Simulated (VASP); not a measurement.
# BaIr2 (P6/mmm) in VASP: notebook

BaIr2 is run at these levels: PBE; tasks: single point, relaxation of cell and atoms.

Program: VASP 6.6.1. These are calculated values, not measurements. Logs are shortened: lines on timing, memory, paths and dates and some standing lists are left out, and cuts for length are marked.

## (1) The cell of the first run

Symmetry: P6/mmm, No. 191, hexagonal system. Conventional cell: a = 4.264 Å, b = 4.264 Å, c = 4.992 Å, α = 90.00°, β = 90.00°, γ = 120.00°. Within 4.6 Å of Ba (site symmetry 6/mmm) lie 12 Ir at 3.51 Å and 6 Ba at 4.26 Å. Within 3.3 Å of Ir (site symmetry -6m2) lie 3 Ir at 2.46 Å.

The cell was generated, and may not be a known phase.

## (2) Single point, PBE

File INCAR:

```
PREC     = Accurate       # precision mode
ENCUT    = 520            # plane-wave cutoff, eV
EDIFF    = 1E-7           # SCF threshold, eV
ISMEAR   = 0              # smearing method
SIGMA    = 0.1            # smearing width, eV
LREAL    = False          # projectors in reciprocal space
LASPH    = True           # aspherical terms in the spheres
NELM     = 60             # most SCF steps
ALGO     = Normal         # electronic algorithm
ISIF     = 2              # what is computed and relaxed
LWAVE    = False          # write WAVECAR
LCHARG   = False          # write CHGCAR
GGA      = PE             # functional
NBANDS   = 21             # bands
```

File KPOINTS:

```
Automatic mesh
0
Gamma
  6 6 4
```

File POSCAR:

```
BaIr2
1.0
    4.2638715000      0.0000000000      0.0000000000
   -2.1319357000      3.6926210000      0.0000000000
    0.0000000000      0.0000000000      4.9916506000
Ba Ir
1 2
Direct
    0.0000000000      0.0000000000      0.0000000000
    0.6666667000      0.3333333000      0.5000000000
    0.3333333000      0.6666667000      0.5000000000
```

Potentials or basis: VASP PAW PBE potentials, release 64 (Ba_sv, Ir).

Command:

```bash
> cat potpaw_PBE.64/Ba_sv/POTCAR potpaw_PBE.64/Ir/POTCAR > POTCAR
> mpirun -np 1 vasp_std > vasp.out
```

OUTCAR:

```text
PREC = Accurate
   ENCUT = 520
   EDIFF = 1E-7
   ISMEAR = 0
   LREAL = False
   LASPH = True
   NELM = 60
   ISIF = 2
   GGA = PE

 ion  position               nearest neighbor table
   1  0.000  0.000  0.000-   2 3.51   3 3.51   2 3.51   3 3.51   3 3.51   3 3.51   2 3.51   2 3.51
                             2 3.51   2 3.51   3 3.51   3 3.51
   2  0.667  0.333  0.500-   3 2.46   3 2.46   3 2.46   1 3.51   1 3.51   1 3.51   1 3.51   1 3.51
                             1 3.51
   3  0.333  0.667  0.500-   2 2.46   2 2.46   2 2.46   1 3.51   1 3.51   1 3.51   1 3.51   1 3.51
                             1 3.51

  LATTYP: Found a hexagonal cell.
 ALAT       =     4.2638715000
 C/A-ratio  =     1.1706850453

  Lattice vectors:

 A1 = (   4.2638715000,   0.0000000000,   0.0000000000)
 A2 = (  -2.1319357000,   3.6926210000,   0.0000000000)
 A3 = (   0.0000000000,   0.0000000000,   4.9916506000)

Analysis of symmetry for initial positions (statically):
=====================================================================
 Subroutine PRICEL returns:
 Original cell was already a primitive cell.

 Routine SETGRP: Setting up the symmetry group for a
 hexagonal supercell.

 Subroutine GETGRP returns: Found 24 space group operations
 (whereof 24 operations were pure point group operations)
 out of a pool of 24 trial point group operations.

The static configuration has the point symmetry D_6h.

Analysis of symmetry for dynamics (positions and initial velocities):
=====================================================================
 Subroutine PRICEL returns:
 Original cell was already a primitive cell.

 Routine SETGRP: Setting up the symmetry group for a
 hexagonal supercell.

 Subroutine GETGRP returns: Found 24 space group operations
 (whereof 24 operations were pure point group operations)
 out of a pool of 24 trial point group operations.

The dynamic configuration has the point symmetry D_6h.

 Subroutine INISYM returns: Found 24 space group operations
 (whereof 24 operations are pure point group operations),
 and found     1 'primitive' translations

----------------------------------------------------------------------------------------

                                     Primitive cell

  volume of cell :      78.5928

  direct lattice vectors                    reciprocal lattice vectors
     4.263871500  0.000000000  0.000000000     0.234528644  0.135405174  0.000000000
    -2.131935700  3.692621000  0.000000000     0.000000000  0.270810354  0.000000000
     0.000000000  0.000000000  4.991650600     0.000000000  0.000000000  0.200334535

  length of vectors
     4.263871500  4.263871443  4.991650600     0.270810350  0.270810354  0.200334535

  position of ions in fractional coordinates (direct lattice)
     0.000000000  0.000000000  0.000000000
     0.666666700  0.333333300  0.500000000
     0.333333300  0.666666700  0.500000000

  ion indices of the primitive-cell ions
   primitive index   ion index
                 1           1
                 2           2
                 3           3

----------------------------------------------------------------------------------------

 KPOINTS: Automatic mesh

Automatic generation of k-mesh.
 Grid dimensions read from file:
 generate k-points for:    6    6    4

 Generating k-lattice:

  Cartesian coordinates                     Fractional coordinates (reciprocal lattice)
     0.039088107  0.022567529  0.000000000     0.166666667  0.000000000  0.000000000
     0.000000000  0.045135059  0.000000000     0.000000000  0.166666667  0.000000000
     0.000000000  0.000000000  0.050083634     0.000000000  0.000000000  0.250000000

  Length of vectors
     0.045135058  0.045135059  0.050083634

  Shift w.r.t. Gamma in fractional coordinates (k-lattice)
     0.000000000  0.000000000  0.000000000

 Subroutine IBZKPT returns following result:
 ===========================================

 Found     21 irreducible k-points:

 Following reciprocal coordinates:
            Coordinates               Weight
  0.000000  0.000000  0.000000      1.000000
  0.166667  0.000000  0.000000      6.000000
  0.333333 -0.000000  0.000000      6.000000
  0.500000  0.000000  0.000000      3.000000
  0.166667  0.166667  0.000000      6.000000
  0.333333  0.166667  0.000000     12.000000
[... 13 lines left out ...]
  0.333333  0.166667  0.500000     12.000000
  0.333333  0.333333  0.500000      2.000000
   k-points           NKPTS =     21   k-points in BZ     NKDIM =     21   number of bands    NBANDS=     21
   number of dos      NEDOS =    301   number of ions     NIONS =      3
   total plane-waves  NPLWV =  40960
   dimension x,y,z NGX =    32 NGY =   32 NGZ =   40
   dimension x,y,z NGXF=    64 NGYF=   64 NGZF=   80
   ions per type =               1   2
   NGX,Y,Z   is equivalent  to a cutoff of  12.48, 12.48, 13.32 a.u.
   NGXF,Y,Z  is equivalent  to a cutoff of  24.95, 24.95, 26.64 a.u.
 SYSTEM =  unknown system
   PREC   = accura    normal or accurate (medium, high low for compatibility)
   ISTART =      0    job   : 0-new  1-cont  2-samecut
   ICHARG =      2    charge: 1-file 2-atom 10-const
   ISPIN  =      1    spin polarized calculation?
   LNONCOLLINEAR =      F non collinear calculations
   LSORBIT =      F    spin-orbit coupling
   LASPH  =      T    aspherical Exc in radial PAW
   ENCUT  =  520.0 eV  38.22 Ry    6.18 a.u.   7.93  7.93  9.28*2*pi/ulx,y,z
   NELM   =     60;   NELMIN=  2; NELMDL= -5     # of ELM steps
   EDIFF  = 0.1E-06   stopping-criterion for ELM
   LREAL  =      F    real-space projection
   EDIFFG = 0.1E-05   stopping-criterion for IOM
   NSW    =      0    number of steps for IOM
   IBRION =     -1    ionic relax: 0-MD 1-quasi-New 2-CG
   NFREE  =      0    steps in history (QN), initial steepest desc. (CG)
   ISIF   =      2    stress and relaxation
   ISYM   =      2    0-nonsym 1-usesym 2-fastsym
   POTIM  = 0.5000    time-step for ionic-motion
   TEBEG  =    0.0;   TEEND  =   0.0 temperature during run
   PSTRESS=    0.0 pullay stress
   NELECT =      28.0000    total number of electrons
   NUPDOWN=      -1.0000    fix difference up-down
   EMIN   =  10.00;   EMAX   =-10.00  energy-range for DOS
   EFERMI =   0.00;   METHOD = LEGACY
   ISMEAR =     0;   SIGMA  =   0.10  broadening in eV -4-tet -1-fermi 0-gaus
   EFERMI_NEDOS =   21; number of points for ismear=-14 and -15
   IALGO  =     38    algorithm
   IMIX   =      4    mixing-type and parameters
     AMIX     =   0.40;   BMIX     =  1.00
     AMIX_MAG =   1.60;   BMIX_MAG =  1.00
  volume/ion in A,a.u.               =      26.20       176.79
  Fermi-wavevector in a.u.,A,eV,Ry     =   1.160557  2.193135 18.325588  1.346893
  Thomas-Fermi vector in A             =   2.297138
   LORBIT       =      0    0 simple, 1 ext, 2 COOP (PROOUT), +10 PAW based schemes
   GGA     = PE    functional components
   LHFCALC =     F    Hartree Fock is set to
   AEXX    =    0.0000 exact exchange contribution
   IVDW    =     0    specifies the selected vdW correction
   LEPSILON=     F    determine dielectric tensor
   LRPA    =     F    only Hartree local field effects (RPA)
 non-spin polarized calculation
 Gauss-broadening in eV      SIGMA  =   0.10
  energy-cutoff  :      520.00
  volume of cell :       78.59
 maximum number of plane-waves:      2136
 NGX is ok and might be reduce to    32
   NGX = 15   NGY = 15   NGZ = 19

 number of electron      27.9999999 magnetization

 Free energy of the ion-electron system (eV)
  ---------------------------------------------------
  ext. energy  EPLUGINS =         0.00000000
  ---------------------------------------------------
  free energy    TOTEN  =       -19.78981097 eV

  energy without entropy =      -19.75792750  energy(sigma->0) =      -19.77386923

 E-fermi :   4.3072     XC(G=0): -10.3739

 val. band max:        4.2954097240   @ k =   0.3333   0.3333   0.2500
 cond. band min:       4.3141743773   @ k =   0.1667   0.1667   0.2500
 fundamental gap:      0.0187646533
 Fermi energy:         4.3072439826

 k-point     1 :       0.0000    0.0000    0.0000
  band No.  band energies     occupation
      1     -23.0077      2.00000
      2      -8.1953      2.00000
      3      -8.0694      2.00000
      4      -8.0693      2.00000
      5      -2.3993      2.00000
      6       0.6256      2.00000
[... 13 lines left out ...]
     20      10.2590      0.00000
     21      10.2590      0.00000

 k-point     2 :       0.1667    0.0000    0.0000
  band No.  band energies     occupation
      1     -22.9939      2.00000
      2      -8.2493      2.00000
      3      -8.1803      2.00000
      4      -8.1027      2.00000
      5      -1.9646      2.00000
      6       0.5830      2.00000
[... 13 lines left out ...]
     20      10.2173      0.00000
     21      11.3818      0.00000

 k-point     3 :       0.3333   -0.0000    0.0000
  band No.  band energies     occupation
      1     -22.9661      2.00000
      2      -8.5734      2.00000
      3      -8.1680      2.00000
      4      -8.1512      2.00000
      5      -0.9156      2.00000
      6      -0.2419      2.00000
[... 13 lines left out ...]
     20      10.0452      0.00000
     21      10.1331      0.00000
[... 385 lines left out ...]
 k-point    20 :       0.3333    0.1667    0.5000
  band No.  band energies     occupation
      1     -22.9494      2.00000
      2      -8.5835      2.00000
      3      -8.2986      2.00000
      4      -8.2394      2.00000
      5      -0.7586      2.00000
      6      -0.2549      2.00000
[... 13 lines left out ...]
     20       9.8985      0.00000
     21      11.3236      0.00000

 k-point    21 :       0.3333    0.3333    0.5000
  band No.  band energies     occupation
      1     -22.9430      2.00000
      2      -8.4890      2.00000
      3      -8.4890      2.00000
      4      -8.2150      2.00000
      5      -0.7904      2.00000
      6       0.0828      2.00000
[... 13 lines left out ...]
     20       9.7224      0.00000
     21      12.0172      0.00000

------------------------ aborting loop because EDIFF is reached ----------------------------------------

  FORCE on cell =-STRESS in cart. coord.  units (eV):
  Direction    XX          YY          ZZ          XY          YZ          ZX
  --------------------------------------------------------------------------------------
  -------------------------------------------------------------------------------------
  Total        0.3607011      0.3607011      0.1990294      0.0000000     -0.0000000      0.0000000
  in kB        7.3531779      7.3531777      4.0573726      0.0000001     -0.0000000      0.0000000
  external PRESSURE =       6.2545760 kB  Pullay stress =       0.0000000 kB

 VOLUME and BASIS-vectors are now :
 -----------------------------------------------------------------------------
  energy-cutoff  :      520.00
  volume of cell :       78.59
      direct lattice vectors                 reciprocal lattice vectors
     4.263871500  0.000000000  0.000000000     0.234528644  0.135405174  0.000000000
    -2.131935700  3.692621000  0.000000000     0.000000000  0.270810354  0.000000000
     0.000000000  0.000000000  4.991650600     0.000000000  0.000000000  0.200334535

 POSITION                                       TOTAL-FORCE (eV/Angst)
 -----------------------------------------------------------------------------------
      0.00000      0.00000      0.00000         0.000000      0.000000      0.000000
      2.13194      1.23087      2.49583        -0.000000     -0.000000      0.000000
     -0.00000      2.46175      2.49583        -0.000000      0.000000      0.000000
 -----------------------------------------------------------------------------------
    total drift:                                0.000000     -0.000000      0.000000

  FREE ENERGIE OF THE ION-ELECTRON SYSTEM (eV)
  ---------------------------------------------------
  free  energy   TOTEN  =       -19.7898109655 eV

  energy  without entropy=      -19.7579274955  energy(sigma->0) =      -19.77386923
```

Wall time 54 s (1 thread of Intel Xeon 8259CL, shared host); peak memory 0.21 GiB.

What came out:

* Free energy: -19.7898 eV
* Pressure: 0.6 GPa
* Band gap on the k mesh: zero (bands 14 and 15 overlap by 1.02 eV)

Stress tensor (GPa, compression positive):
```
0.74 0.00 0.00
0.00 0.74 0.00
0.00 0.00 0.41
```

Levels at points of the mesh, in eV from the Fermi level:
```tsv
k point	band 11	band 12	band 13	band 14	band 15	band 16	band 17	band 18
(0.00, 0.00, 0.00)	-2.50	-2.50	-0.78	-0.73	-0.73	2.40	2.55	2.75
(0.50, 0.00, 0.00)	-2.11	-1.89	-1.69	0.23	0.51	2.15	2.45	3.34
(0.00, 0.00, 0.50)	-2.70	-2.45	-1.46	-0.48	-0.33	-0.33	3.72	4.05
(0.50, 0.00, 0.50)	-1.36	-1.31	-0.78	0.15	0.54	0.87	1.87	1.88
```

Caveat: spin-orbit coupling is left out, which moves the levels of the heavy elements.

## (3) Single point, PBE

File INCAR:

```
PREC = Accurate ; ENCUT = 520
EDIFF = 1E-6 ; ISMEAR = 0
SIGMA = 0.1 ; LREAL = False
LASPH = True ; NELM = 80
ALGO = Fast ; ISIF = 2
LWAVE = False ; LCHARG = True
GGA = PE ; LELF = True
LVHAR = True ; NBANDS = 21
```

File KPOINTS:

```
regular mesh
0
Gamma
  12 12 10
```

File POSCAR:

```
BaIr2
1.0
    4.2638714784     -0.0000000289      0.0000000000
   -2.1319357142      3.6926210332      0.0000000000
    0.0000000000      0.0000000000      4.9916506000
Ba Ir
1 2
Direct
    0.0000000000      0.0000000000      0.0000000000
    0.6666666667      0.3333333333      0.5000000000
    0.3333333333      0.6666666667      0.5000000000
```

Potentials or basis: VASP PAW PBE potentials, release 64 (Ba_sv, Ir).

Command:

```bash
> cat potpaw_PBE.64/Ba_sv/POTCAR potpaw_PBE.64/Ir/POTCAR > POTCAR
> mpirun -np 1 vasp_std > vasp.out
```

It took 5.3 min on 1 thread of Intel Xeon 8259CL, shared host; peak memory 0.34 GiB.

The run converged. Its results:

| Item | Value |
| --- | --- |
| Free energy | -19.8170 eV |
| Pressure | 0.5 GPa |
| Band gap on the k mesh | zero (bands 14 and 15 overlap by 1.11 eV) |

Stress tensor (GPa, compression positive):
```
0.39 0.00 0.00
0.00 0.39 0.00
0.00 0.00 0.65
```

Levels at points of the mesh, in eV from the Fermi level:
```
           k point  band 10  band 11  band 12  band 13  band 14  band 15  band 16  band 17  band 18  band 19
(0.00, 0.00, 0.00)    -2.72    -2.49    -2.49    -0.77    -0.72    -0.72     2.44     2.59     2.79     2.79
(0.50, 0.00, 0.00)    -2.62    -2.08    -1.87    -1.67     0.23     0.52     2.16     2.49     3.37     3.96
(0.00, 0.00, 0.50)    -2.69    -2.69    -2.43    -1.42    -0.47    -0.32    -0.32     3.77     4.10     4.10
(0.50, 0.00, 0.50)    -2.44    -1.35    -1.29    -0.75     0.16     0.55     0.91     1.89     1.91     3.24
```

Caveat: spin-orbit coupling is left out, which moves the levels of the heavy elements.

## (4) Single point, PBE, collinear spin

File INCAR:

```
SYSTEM = BaIr2
  PREC = Accurate
  ENCUT = 520
  EDIFF = 1E-6
  ISMEAR = 0
  SIGMA = 0.1
  LREAL = .FALSE.
  LASPH = .TRUE.
  NELM = 150
  ALGO = Normal
  ISIF = 2
  LWAVE = .FALSE.
  LCHARG = .FALSE.
  ISPIN = 2
  MAGMOM = 0 1 1
  LORBIT = 11
  LMAXMIX = 4
  GGA = PE
  NBANDS = 25
```

File KPOINTS:

```
regular mesh
0
G
  6 6 4
  0 0 0
```

File POSCAR:

```
BaIr2
1.0
    4.2638715000      0.0000000000      0.0000000000
   -2.1319357000      3.6926210000      0.0000000000
    0.0000000000      0.0000000000      4.9916506000
Ba Ir
1 2
Direct
    0.0000000000      0.0000000000      0.0000000000
    0.6666667000      0.3333333000      0.5000000000
    0.3333333000      0.6666667000      0.5000000000
```

Command:

```bash
> cat potpaw_PBE.64/Ba_sv/POTCAR potpaw_PBE.64/Ir/POTCAR > POTCAR
> mpirun -np 1 vasp_std > vasp.out
```

It took 2 min on 1 thread of Intel Xeon 8259CL, shared host; peak memory 0.26 GiB.

The run converged. Its results:

```yaml
Free_energy: -19.7907 eV
Pressure: 0.6 GPa
Net_moment: 0.36 μB per cell
Site_moments: Ba -0.00; Ir +0.17 μB
Valence_electrons_inside_the_program's_atomic_spheres: Ba 7.95; Ir 8.26
```

Stress tensor (GPa, compression positive):
```
0.75 0.00 0.00
0.00 0.75 0.00
0.00 0.00 0.43
```

Levels at points of the mesh, in eV from the Fermi level:
Spin up:
```
           k point  band 12  band 13  band 14  band 15  band 16  band 17  band 18  band 19
(0.00, 0.00, 0.00)    -2.55    -0.81    -0.80    -0.80     2.40     2.55     2.75     2.75
(0.50, 0.00, 0.00)    -1.94    -1.72     0.15     0.46     2.10     2.43     3.33     3.91
(0.00, 0.00, 0.50)    -2.48    -1.45    -0.52    -0.40    -0.40     3.72     4.05     4.05
(0.50, 0.00, 0.50)    -1.34    -0.80     0.08     0.49     0.88     1.83     1.86     3.20
```
Spin down:
| k point | band 10 | band 11 | band 12 | band 13 | band 14 | band 15 | band 16 | band 17 | band 18 | band 19 |
| --- | --- | --- | --- | --- | --- | --- | --- | --- | --- | --- |
| (0.00, 0.00, 0.00) | -2.68 | -2.45 | -2.45 | -0.74 | -0.65 | -0.65 | 2.41 | 2.57 | 2.76 | 2.76 |
| (0.50, 0.00, 0.00) | -2.63 | -2.07 | -1.83 | -1.66 | 0.31 | 0.57 | 2.21 | 2.49 | 3.35 | 3.95 |
| (0.00, 0.00, 0.50) | -2.65 | -2.65 | -2.42 | -1.46 | -0.44 | -0.24 | -0.24 | 3.73 | 4.06 | 4.06 |
| (0.50, 0.00, 0.50) | -2.42 | -1.29 | -1.27 | -0.75 | 0.24 | 0.60 | 0.88 | 1.88 | 1.93 | 3.22 |

Caveat: a moment this small can come from the mesh or the smearing; spin-orbit coupling is left out, which moves the levels of the heavy elements.

[end of part 1 of 2]

The gap in the log of VASP goes by the Fermi energy; the results here count the filled bands.